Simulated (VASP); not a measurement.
# Be (Im-3m) in VASP: single point with PBE

Aim: the single point of Be with PBE.

All numbers are computed with VASP 6.6.1; they aren't measurements. Logs are shortened: lines on timing, memory, paths and dates and some standing lists are left out, and cuts for length are marked.

## 1. The cell of the first run

Symmetry: Im-3m, No. 229, cubic system. The conventional cell has a = 2.506 Å, b = 2.506 Å, c = 2.506 Å, α = 90.00°, β = 90.00°, γ = 90.00°. Within 2.9 Å of Be (site symmetry m-3m) lie 14 Be at 2.17 to 2.51 Å.

This isn't the form of Be at room conditions, which is hcp.

## 2. Single point, PBE

The input, INCAR:

```
SYSTEM = Be
PREC = Accurate
ENCUT = 520
EDIFF = 1E-6
ISMEAR = -1
SIGMA = 0.03
LREAL = .False.
LASPH = .True.
NELM = 100
ALGO = Normal
ISIF = 2
LWAVE = .False.
LCHARG = .False.
GGA = PE
NBANDS = 7
```

The input, KPOINTS:

```
regular mesh
0
Gamma
  23 23 23
  0 0 0
```

The input, POSCAR:

```
Be
1.0
   -1.2531209513      1.2531209513      1.2531209513
    1.2531209513     -1.2531209513      1.2531209513
    1.2531209513      1.2531209513     -1.2531209513
Be
1
Direct
    0.0000000000      0.0000000000      0.0000000000
```

Potentials or basis: VASP PAW PBE potentials, release 64 (Be).

On the command line:

```console
> cat potpaw_PBE.64/Be/POTCAR > POTCAR
> mpirun -np 1 vasp_std > vasp.out
```

OUTCAR:

```text
SYSTEM = Be
   PREC = Accurate
   ENCUT = 520
   EDIFF = 1E-6
   ISMEAR = -1
   LREAL = .False.
   LASPH = .True.
   NELM = 100
   ISIF = 2
   GGA = PE

 ion  position               nearest neighbor table
   1  0.000  0.000  0.000-

  LATTYP: Found a body centered cubic cell.
 ALAT       =     2.5062419026

  Lattice vectors:

 A1 = (  -1.2531209513,   1.2531209513,   1.2531209513)
 A2 = (   1.2531209513,  -1.2531209513,   1.2531209513)
 A3 = (   1.2531209513,   1.2531209513,  -1.2531209513)

Analysis of symmetry for initial positions (statically):
=====================================================================
 Subroutine PRICEL returns:
 Original cell was already a primitive cell.

 Routine SETGRP: Setting up the symmetry group for a
 body centered cubic supercell.

 Subroutine GETGRP returns: Found 48 space group operations
 (whereof 48 operations were pure point group operations)
 out of a pool of 48 trial point group operations.

The static configuration has the point symmetry O_h .

Analysis of symmetry for dynamics (positions and initial velocities):
=====================================================================
 Subroutine PRICEL returns:
 Original cell was already a primitive cell.

 Routine SETGRP: Setting up the symmetry group for a
 body centered cubic supercell.

 Subroutine GETGRP returns: Found 48 space group operations
 (whereof 48 operations were pure point group operations)
 out of a pool of 48 trial point group operations.

The dynamic configuration has the point symmetry O_h .

 Subroutine INISYM returns: Found 48 space group operations
 (whereof 48 operations are pure point group operations),
 and found     1 'primitive' translations

----------------------------------------------------------------------------------------

                                     Primitive cell

  volume of cell :       7.8712

  direct lattice vectors                    reciprocal lattice vectors
    -1.253120951  1.253120951  1.253120951     0.000000000  0.399003783  0.399003783
     1.253120951 -1.253120951  1.253120951     0.399003783  0.000000000  0.399003783
     1.253120951  1.253120951 -1.253120951     0.399003783  0.399003783  0.000000000

  length of vectors
     2.170469156  2.170469156  2.170469156     0.564276561  0.564276561  0.564276561

  position of ions in fractional coordinates (direct lattice)
     0.000000000  0.000000000  0.000000000

  ion indices of the primitive-cell ions
   primitive index   ion index
                 1           1

----------------------------------------------------------------------------------------

 KPOINTS: regular mesh

Automatic generation of k-mesh.
 Grid dimensions read from file:
 generate k-points for:   23   23   23

 Generating k-lattice:

  Cartesian coordinates                     Fractional coordinates (reciprocal lattice)
     0.000000000  0.017347991  0.017347991     0.043478261  0.000000000  0.000000000
     0.017347991  0.000000000  0.017347991     0.000000000  0.043478261  0.000000000
     0.017347991  0.017347991  0.000000000     0.000000000  0.000000000  0.043478261

  Length of vectors
     0.024533764  0.024533764  0.024533764

  Shift w.r.t. Gamma in fractional coordinates (k-lattice)
     0.000000000  0.000000000  0.000000000

 Subroutine IBZKPT returns following result:
 ===========================================

 Found    364 irreducible k-points:

 Following reciprocal coordinates:
            Coordinates               Weight
  0.000000  0.000000  0.000000      1.000000
  0.043478  0.000000  0.000000     12.000000
  0.086957  0.000000  0.000000     12.000000
  0.130435  0.000000  0.000000     12.000000
  0.173913  0.000000  0.000000     12.000000
  0.217391  0.000000  0.000000     12.000000
[... 16 lines left out ...]
  0.478261  0.043478  0.000000     24.000000
  0.086957  0.086957  0.000000     24.000000
 [... further k-points ...]
   k-points           NKPTS =    364   k-points in BZ     NKDIM =    364   number of bands    NBANDS=      7
   number of dos      NEDOS =    301   number of ions     NIONS =      1
   total plane-waves  NPLWV =   4096
   dimension x,y,z NGX =    16 NGY =   16 NGZ =   16
   dimension x,y,z NGXF=    32 NGYF=   32 NGZF=   32
   ions per type =               1
   NGX,Y,Z   is equivalent  to a cutoff of  12.26, 12.26, 12.26 a.u.
   NGXF,Y,Z  is equivalent  to a cutoff of  24.51, 24.51, 24.51 a.u.
 SYSTEM =  Be
   PREC   = accura    normal or accurate (medium, high low for compatibility)
   ISTART =      0    job   : 0-new  1-cont  2-samecut
   ICHARG =      2    charge: 1-file 2-atom 10-const
   ISPIN  =      1    spin polarized calculation?
   LNONCOLLINEAR =      F non collinear calculations
   LSORBIT =      F    spin-orbit coupling
   LASPH  =      T    aspherical Exc in radial PAW
   ENCUT  =  520.0 eV  38.22 Ry    6.18 a.u.   4.04  4.04  4.04*2*pi/ulx,y,z
   NELM   =    100;   NELMIN=  2; NELMDL= -5     # of ELM steps
   EDIFF  = 0.1E-05   stopping-criterion for ELM
   LREAL  =      F    real-space projection
   EDIFFG = 0.1E-04   stopping-criterion for IOM
   NSW    =      0    number of steps for IOM
   IBRION =     -1    ionic relax: 0-MD 1-quasi-New 2-CG
   NFREE  =      0    steps in history (QN), initial steepest desc. (CG)
   ISIF   =      2    stress and relaxation
   ISYM   =      2    0-nonsym 1-usesym 2-fastsym
   POTIM  = 0.5000    time-step for ionic-motion
   TEBEG  =    0.0;   TEEND  =   0.0 temperature during run
   PSTRESS=    0.0 pullay stress
   NELECT =       2.0000    total number of electrons
   NUPDOWN=      -1.0000    fix difference up-down
   EMIN   =  10.00;   EMAX   =-10.00  energy-range for DOS
   EFERMI =   0.00;   METHOD = LEGACY
   ISMEAR =    -1;   SIGMA  =   0.03  broadening in eV -4-tet -1-fermi 0-gaus
   EFERMI_NEDOS =   21; number of points for ismear=-14 and -15
   IALGO  =     38    algorithm
   IMIX   =      4    mixing-type and parameters
     AMIX     =   0.40;   BMIX     =  1.00
     AMIX_MAG =   1.60;   BMIX_MAG =  1.00
  volume/ion in A,a.u.               =       7.87        53.12
  Fermi-wavevector in a.u.,A,eV,Ry     =   1.036904  1.959464 14.628572  1.075170
  Thomas-Fermi vector in A             =   2.171317
   LORBIT       =      0    0 simple, 1 ext, 2 COOP (PROOUT), +10 PAW based schemes
   GGA     = PE    functional components
   LHFCALC =     F    Hartree Fock is set to
   AEXX    =    0.0000 exact exchange contribution
   IVDW    =     0    specifies the selected vdW correction
   LEPSILON=     F    determine dielectric tensor
   LRPA    =     F    only Hartree local field effects (RPA)
 non-spin polarized calculation
  energy-cutoff  :      520.00
  volume of cell :        7.87
 maximum number of plane-waves:       236
   NGX =  7   NGY =  7   NGZ =  7

 number of electron       2.0000000 magnetization

 Free energy of the ion-electron system (eV)
  ---------------------------------------------------
  ext. energy  EPLUGINS =         0.00000000
  ---------------------------------------------------
  free energy    TOTEN  =        -3.66560138 eV

  energy without entropy =       -3.66503101  energy(sigma->0) =       -3.66531619

 E-fermi :   7.9670     XC(G=0): -10.6269

 val. band max:        7.9214390120   @ k =   0.3043   0.2609   0.0870
 cond. band min:       8.0061155069   @ k =  -0.4348   0.4348   0.3913
 fundamental gap:      0.0846764949
 Fermi energy:         7.9670056435

 k-point     1 :       0.0000    0.0000    0.0000
  band No.  band energies     occupation
      1      -4.3149      2.00000
      2      27.2621      0.00000
      3      27.2621      0.00000
      4      27.2621      0.00000
      5      38.6201      0.00000
      6      38.6201      0.00000
      7      38.6201      0.00000

 k-point     2 :       0.0435    0.0000    0.0000
  band No.  band energies     occupation
      1      -4.2485      2.00000
      2      26.9363      0.00000
      3      26.9882      0.00000
      4      27.1841      0.00000
      5      37.6914      0.00000
      6      37.7369      0.00000
      7      39.0682      0.00000

 k-point     3 :       0.0870    0.0000    0.0000
  band No.  band energies     occupation
      1      -4.0494      2.00000
      2      25.9343      0.00000
      3      26.2775      0.00000
      4      26.9543      0.00000
      5      35.8391      0.00000
      6      36.2082      0.00000
      7      39.4292      0.00000

 k-point     4 :       0.1304    0.0000    0.0000
  band No.  band energies     occupation
      1      -3.7173      2.00000
      2      24.2808      0.00000
      3      25.3404      0.00000
      4      26.5880      0.00000
      5      34.4777      0.00000
      6      34.6890      0.00000
      7      38.9264      0.00000

 k-point     5 :       0.1739    0.0000    0.0000
  band No.  band energies     occupation
      1      -3.2525      2.00000
      2      22.1646      0.00000
      3      24.3413      0.00000
      4      26.1167      0.00000
      5      33.2973      0.00000
      6      33.7028      0.00000
      7      38.7901      0.00000
[... 161 lines left out ...]
 k-point    22 :       0.4348    0.0435   -0.0000
  band No.  band energies     occupation
      1       2.3697      2.00000
      2       8.8661      0.00000
      3      20.0341      0.00000
      4      22.8613      0.00000
      5      29.1755      0.00000
      6      34.1537      0.00000
      7      43.7222      0.00000

 k-point    23 :       0.4783    0.0435    0.0000
  band No.  band energies     occupation
      1       2.7733      2.00000
      2       8.3065      0.00002
      3      19.9557      0.00000
      4      22.7952      0.00000
      5      29.0924      0.00000
      6      34.2228      0.00000
      7      44.1605      0.00000

 k-point    24 :       0.0870    0.0870    0.0000
  band No.  band energies     occupation
      1      -3.5178      2.00000
      2      24.0870      0.00000
      3      24.2711      0.00000
      4      25.9452      0.00000
      5      34.0369      0.00000
      6      34.5937      0.00000
      7      38.7853      0.00000

 [... further k-points ...]

------------------------ aborting loop because EDIFF is reached ----------------------------------------

  FORCE on cell =-STRESS in cart. coord.  units (eV):
  Direction    XX          YY          ZZ          XY          YZ          ZX
  --------------------------------------------------------------------------------------
  -------------------------------------------------------------------------------------
  Total       -0.0352427     -0.0352427     -0.0352427      0.0000000      0.0000000     -0.0000000
  in kB       -7.1736556     -7.1736556     -7.1736556      0.0000000      0.0000000     -0.0000000
  external PRESSURE =      -7.1736556 kB  Pullay stress =       0.0000000 kB

 VOLUME and BASIS-vectors are now :
 -----------------------------------------------------------------------------
  energy-cutoff  :      520.00
  volume of cell :        7.87
      direct lattice vectors                 reciprocal lattice vectors
    -1.253120951  1.253120951  1.253120951     0.000000000  0.399003783  0.399003783
     1.253120951 -1.253120951  1.253120951     0.399003783  0.000000000  0.399003783
     1.253120951  1.253120951 -1.253120951     0.399003783  0.399003783  0.000000000

 POSITION                                       TOTAL-FORCE (eV/Angst)
 -----------------------------------------------------------------------------------
      0.00000      0.00000      0.00000        -0.000000     -0.000000     -0.000000
 -----------------------------------------------------------------------------------
    total drift:                               -0.000000     -0.000000     -0.000000

  FREE ENERGIE OF THE ION-ELECTRON SYSTEM (eV)
  ---------------------------------------------------
  free  energy   TOTEN  =        -3.6656013751 eV

  energy  without entropy=       -3.6650310105  energy(sigma->0) =       -3.66531619
```

It took 12 s on 1 thread of AMD EPYC 7R13, shared host; peak memory 0.09 GiB.

What came out:

- Free energy: -3.6656 eV
- Pressure: -0.7 GPa
- Band gap on the k mesh: zero (bands 1 and 2 overlap by 4.85 eV)

Levels at points of the mesh, in eV from the Fermi level:
| k point | band 1 | band 2 | band 3 | band 4 | band 5 | band 6 |
| --- | --- | --- | --- | --- | --- | --- |
| (0.00, 0.00, 0.00) | -12.28 | 19.30 | 19.30 | 19.30 | 30.65 | 30.65 |
